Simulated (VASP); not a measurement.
# ZnAu (Pm-3m) in VASP: notebook

The runs below take ZnAu through single point, with PBE.

Everything below comes from runs of VASP 6.6.1. Logs are shortened: lines on timing, memory, paths and dates and some standing lists are left out, and cuts for length are marked.

### Step 1. The cell of the first run

The structure is cubic, space group Pm-3m (No. 221). Conventional cell: a = 3.083 Å, b = 3.083 Å, c = 3.083 Å, α = 90.00°, β = 90.00°, γ = 90.00°. Zn (site symmetry m-3m) has 8 Au at 2.67 Å and 6 Zn at 3.08 Å within 3.5 Å. Within 3.5 Å of Au (site symmetry m-3m) lie 8 Zn at 2.67 Å and 6 Au at 3.08 Å.

### Step 2. Single point, PBE (volume scaled by 0.9405)

The input, INCAR:

```
ALGO = Normal
EDIFF = 1E-6
ENCUT = 520
GGA = PE
ISIF = 2
ISMEAR = -1
LASPH = T
LCHARG = T
LELF = T
LREAL = F
LVHAR = T
LWAVE = F
NBANDS = 18
NELM = 100
PREC = Accurate
SIGMA = 0.05
```

The input, KPOINTS:

```
k-points
0
Gamma
  13 13 13
```

The input, POSCAR:

```
ZnAu
1.0
    3.0833039754      0.0000000000      0.0000000000
    0.0000000000      3.0833039754      0.0000000000
    0.0000000000      0.0000000000      3.0833039754
Zn Au
1 1
Direct
    0.5000000000      0.5000000000      0.5000000000
    0.0000000000      0.0000000000      0.0000000000
```

Potentials or basis: VASP PAW PBE potentials, release 64 (Zn, Au).

The run is started by

```
> cat potpaw_PBE.64/Zn/POTCAR potpaw_PBE.64/Au/POTCAR > POTCAR
> mpirun -np 1 vasp_std > vasp.out
```

OUTCAR:

```text
EDIFF = 1E-6
   ENCUT = 520
   GGA = PE
   ISIF = 2
   ISMEAR = -1
   LASPH = T
   LREAL = F
   NELM = 100
   PREC = Accurate

 ion  position               nearest neighbor table
   1  0.500  0.500  0.500-   2 2.67   2 2.67   2 2.67   2 2.67   2 2.67   2 2.67   2 2.67   2 2.67

   2  0.000  0.000  0.000-   1 2.67   1 2.67   1 2.67   1 2.67   1 2.67   1 2.67   1 2.67   1 2.67

  LATTYP: Found a simple cubic cell.
 ALAT       =     3.0833039754

  Lattice vectors:

 A1 = (   3.0833039754,   0.0000000000,   0.0000000000)
 A2 = (   0.0000000000,   3.0833039754,   0.0000000000)
 A3 = (   0.0000000000,   0.0000000000,   3.0833039754)

Analysis of symmetry for initial positions (statically):
=====================================================================
 Subroutine PRICEL returns:
 Original cell was already a primitive cell.

 Routine SETGRP: Setting up the symmetry group for a
 simple cubic supercell.

 Subroutine GETGRP returns: Found 48 space group operations
 (whereof 48 operations were pure point group operations)
 out of a pool of 48 trial point group operations.

The static configuration has the point symmetry O_h .

Analysis of symmetry for dynamics (positions and initial velocities):
=====================================================================
 Subroutine PRICEL returns:
 Original cell was already a primitive cell.

 Routine SETGRP: Setting up the symmetry group for a
 simple cubic supercell.

 Subroutine GETGRP returns: Found 48 space group operations
 (whereof 48 operations were pure point group operations)
 out of a pool of 48 trial point group operations.

The dynamic configuration has the point symmetry O_h .

 Subroutine INISYM returns: Found 48 space group operations
 (whereof 48 operations are pure point group operations),
 and found     1 'primitive' translations

----------------------------------------------------------------------------------------

                                     Primitive cell

  volume of cell :      29.3122

  direct lattice vectors                    reciprocal lattice vectors
     3.083303975  0.000000000  0.000000000     0.324327412  0.000000000  0.000000000
     0.000000000  3.083303975  0.000000000     0.000000000  0.324327412  0.000000000
     0.000000000  0.000000000  3.083303975     0.000000000  0.000000000  0.324327412

  length of vectors
     3.083303975  3.083303975  3.083303975     0.324327412  0.324327412  0.324327412

  position of ions in fractional coordinates (direct lattice)
     0.500000000  0.500000000  0.500000000
     0.000000000  0.000000000  0.000000000

  ion indices of the primitive-cell ions
   primitive index   ion index
                 1           1
                 2           2

----------------------------------------------------------------------------------------

 KPOINTS: k-points

Automatic generation of k-mesh.
 Grid dimensions read from file:
 generate k-points for:   13   13   13

 Generating k-lattice:

  Cartesian coordinates                     Fractional coordinates (reciprocal lattice)
     0.024948262  0.000000000  0.000000000     0.076923077  0.000000000  0.000000000
     0.000000000  0.024948262  0.000000000     0.000000000  0.076923077  0.000000000
     0.000000000  0.000000000  0.024948262     0.000000000  0.000000000  0.076923077

  Length of vectors
     0.024948262  0.024948262  0.024948262

  Shift w.r.t. Gamma in fractional coordinates (k-lattice)
     0.000000000  0.000000000  0.000000000

 Subroutine IBZKPT returns following result:
 ===========================================

 Found     84 irreducible k-points:

 Following reciprocal coordinates:
            Coordinates               Weight
  0.000000  0.000000  0.000000      1.000000
  0.076923  0.000000  0.000000      6.000000
  0.153846  0.000000  0.000000      6.000000
  0.230769  0.000000  0.000000      6.000000
  0.307692  0.000000  0.000000      6.000000
  0.384615  0.000000  0.000000      6.000000
[... 16 lines left out ...]
  0.307692  0.307692  0.000000     12.000000
  0.384615  0.307692  0.000000     24.000000
 [... further k-points ...]
   k-points           NKPTS =     84   k-points in BZ     NKDIM =     84   number of bands    NBANDS=     18
   number of dos      NEDOS =    301   number of ions     NIONS =      2
   total plane-waves  NPLWV =  13824
   dimension x,y,z NGX =    24 NGY =   24 NGZ =   24
   dimension x,y,z NGXF=    48 NGYF=   48 NGZF=   48
   ions per type =               1   1
   NGX,Y,Z   is equivalent  to a cutoff of  12.94, 12.94, 12.94 a.u.
   NGXF,Y,Z  is equivalent  to a cutoff of  25.88, 25.88, 25.88 a.u.
 SYSTEM =  unknown system
   PREC   = accura    normal or accurate (medium, high low for compatibility)
   ISTART =      0    job   : 0-new  1-cont  2-samecut
   ICHARG =      2    charge: 1-file 2-atom 10-const
   ISPIN  =      1    spin polarized calculation?
   LNONCOLLINEAR =      F non collinear calculations
   LSORBIT =      F    spin-orbit coupling
   LASPH  =      T    aspherical Exc in radial PAW
   ENCUT  =  520.0 eV  38.22 Ry    6.18 a.u.   5.73  5.73  5.73*2*pi/ulx,y,z
   NELM   =    100;   NELMIN=  2; NELMDL= -5     # of ELM steps
   EDIFF  = 0.1E-05   stopping-criterion for ELM
   LREAL  =      F    real-space projection
   EDIFFG = 0.1E-04   stopping-criterion for IOM
   NSW    =      0    number of steps for IOM
   IBRION =     -1    ionic relax: 0-MD 1-quasi-New 2-CG
   NFREE  =      0    steps in history (QN), initial steepest desc. (CG)
   ISIF   =      2    stress and relaxation
   ISYM   =      2    0-nonsym 1-usesym 2-fastsym
   POTIM  = 0.5000    time-step for ionic-motion
   TEBEG  =    0.0;   TEEND  =   0.0 temperature during run
   PSTRESS=    0.0 pullay stress
   NELECT =      23.0000    total number of electrons
   NUPDOWN=      -1.0000    fix difference up-down
   EMIN   =  10.00;   EMAX   =-10.00  energy-range for DOS
   EFERMI =   0.00;   METHOD = LEGACY
   ISMEAR =    -1;   SIGMA  =   0.05  broadening in eV -4-tet -1-fermi 0-gaus
   EFERMI_NEDOS =   21; number of points for ismear=-14 and -15
   IALGO  =     38    algorithm
   IMIX   =      4    mixing-type and parameters
     AMIX     =   0.40;   BMIX     =  1.00
     AMIX_MAG =   1.60;   BMIX_MAG =  1.00
  volume/ion in A,a.u.               =      14.66        98.90
  Fermi-wavevector in a.u.,A,eV,Ry     =   1.509968  2.853426 31.021332  2.280004
  Thomas-Fermi vector in A             =   2.620220
   LORBIT       =      0    0 simple, 1 ext, 2 COOP (PROOUT), +10 PAW based schemes
   GGA     = PE    functional components
   LHFCALC =     F    Hartree Fock is set to
   AEXX    =    0.0000 exact exchange contribution
   IVDW    =     0    specifies the selected vdW correction
   LEPSILON=     F    determine dielectric tensor
   LRPA    =     F    only Hartree local field effects (RPA)
 non-spin polarized calculation
  energy-cutoff  :      520.00
  volume of cell :       29.31
 maximum number of plane-waves:       804
 NGX is ok and might be reduce to    24
   NGX = 11   NGY = 11   NGZ = 11

 number of electron      22.9999969 magnetization

 Free energy of the ion-electron system (eV)
  ---------------------------------------------------
  ext. energy  EPLUGINS =         0.00000000
  ---------------------------------------------------
  free energy    TOTEN  =        -4.61689366 eV

  energy without entropy =       -4.61088265  energy(sigma->0) =       -4.61388816

 E-fermi :   7.9802     XC(G=0): -12.7326

 val. band max:        7.9124090158   @ k =   0.4615   0.3846   0.2308
 cond. band min:       8.0140807983   @ k =   0.3846   0.3077   0.1538
 fundamental gap:      0.1016717825
 Fermi energy:         7.9802150741

 k-point     1 :       0.0000    0.0000    0.0000
  band No.  band energies     occupation
      1      -3.3292      2.00000
      2      -0.5799      2.00000
      3      -0.5799      2.00000
      4       0.2713      2.00000
      5       0.2713      2.00000
      6       0.2713      2.00000
[... 10 lines left out ...]
     17      20.4631      0.00000
     18      26.4153      0.00000

 k-point     2 :       0.0769    0.0000    0.0000
  band No.  band energies     occupation
      1      -3.2184      2.00000
      2      -0.5516      2.00000
      3      -0.5424      2.00000
      4       0.2703      2.00000
      5       0.2703      2.00000
      6       0.2820      2.00000
[... 10 lines left out ...]
     17      20.9599      0.00000
     18      26.3676      0.00000

 k-point     3 :       0.1538    0.0000    0.0000
  band No.  band energies     occupation
      1      -2.8922      2.00000
      2      -0.4703      2.00000
      3      -0.4396      2.00000
      4       0.2684      2.00000
      5       0.2684      2.00000
      6       0.3120      2.00000
[... 10 lines left out ...]
     17      22.5535      0.00000
     18      26.2540      0.00000

 k-point     4 :       0.2308    0.0000    0.0000
  band No.  band energies     occupation
      1      -2.3702      2.00000
      2      -0.3470      2.00000
      3      -0.2975      2.00000
      4       0.2679      2.00000
      5       0.2679      2.00000
      6       0.3552      2.00000
[... 10 lines left out ...]
     17      24.6298      0.00000
     18      25.2728      0.00000

 k-point     5 :       0.3077    0.0000    0.0000
  band No.  band energies     occupation
      1      -1.6925      2.00000
      2      -0.2013      2.00000
      3      -0.1529      2.00000
      4       0.2705      2.00000
      5       0.2705      2.00000
      6       0.4023      2.00000
[... 10 lines left out ...]
     17      23.6375      0.00000
     18      23.7156      0.00000

 k-point     6 :       0.3846    0.0000    0.0000
  band No.  band energies     occupation
      1      -0.9423      2.00000
      2      -0.0646      2.00000
      3      -0.0468      2.00000
      4       0.2757      2.00000
      5       0.2757      2.00000
      6       0.4425      2.00000
[... 307 lines left out ...]
 k-point    21 :       0.3846    0.2308    0.0000
  band No.  band energies     occupation
      1      -0.7551      2.00000
      2      -0.2740      2.00000
      3       0.0630      2.00000
      4       0.2301      2.00000
      5       0.2467      2.00000
      6       0.8069      2.00000
[... 10 lines left out ...]
     17      22.3290      0.00000
     18      22.8405      0.00000

 k-point    22 :       0.4615    0.2308    0.0000
  band No.  band energies     occupation
      1      -0.5303      2.00000
      2      -0.3423      2.00000
      3       0.0868      2.00000
      4       0.1751      2.00000
      5       0.2807      2.00000
      6       1.2317      2.00000
[... 10 lines left out ...]
     17      21.1985      0.00000
     18      22.6502      0.00000

 k-point    23 :       0.3077    0.3077    0.0000
  band No.  band energies     occupation
      1      -0.9002      2.00000
      2      -0.3198      2.00000
      3       0.0049      2.00000
      4       0.2300      2.00000
      5       0.2809      2.00000
      6       0.7607      2.00000
[... 10 lines left out ...]
     17      22.5913      0.00000
     18      23.2451      0.00000

 k-point    24 :       0.3846    0.3077    0.0000
  band No.  band energies     occupation
      1      -0.7522      2.00000
      2      -0.4164      2.00000
      3      -0.0241      2.00000
      4       0.1296      2.00000
      5       0.3953      2.00000
      6       1.0742      2.00000
[... 10 lines left out ...]
     17      22.0857      0.00000
     18      22.6151      0.00000

 [... further k-points ...]
[... 5 lines left out ...]
  --------------------------------------------------------------------------------------
  -------------------------------------------------------------------------------------
  Total        2.7984257      2.7984257      2.7984257     -0.0000000      0.0000000     -0.0000000
  in kB      152.9591068    152.9591068    152.9591068     -0.0000000      0.0000000     -0.0000000
  external PRESSURE =     152.9591068 kB  Pullay stress =       0.0000000 kB

 VOLUME and BASIS-vectors are now :
 -----------------------------------------------------------------------------
  energy-cutoff  :      520.00
  volume of cell :       29.31
      direct lattice vectors                 reciprocal lattice vectors
     3.083303975  0.000000000  0.000000000     0.324327412  0.000000000  0.000000000
     0.000000000  3.083303975  0.000000000     0.000000000  0.324327412  0.000000000
     0.000000000  0.000000000  3.083303975     0.000000000  0.000000000  0.324327412

 POSITION                                       TOTAL-FORCE (eV/Angst)
 -----------------------------------------------------------------------------------
      1.54165      1.54165      1.54165         0.000000      0.000000      0.000000
      0.00000      0.00000      0.00000         0.000000      0.000000      0.000000
 -----------------------------------------------------------------------------------
    total drift:                                0.000000      0.000000     -0.000000

  FREE ENERGIE OF THE ION-ELECTRON SYSTEM (eV)
  ---------------------------------------------------
  free  energy   TOTEN  =        -4.6168936641 eV

  energy  without entropy=       -4.6108826485  energy(sigma->0) =       -4.61388816
```

Wall time 22 s (1 thread of Intel Xeon Platinum 8259CL at 2.50GHz (Skylake/Cascade Lake), shared host); peak memory 0.17 GiB.

What came out:

```yaml
Free_energy: -4.6169 eV
Pressure: 15.3 GPa
```

Caveat: spin-orbit coupling is left out, which moves the levels of the heavy elements.

(Continued in part 2 of 2.)
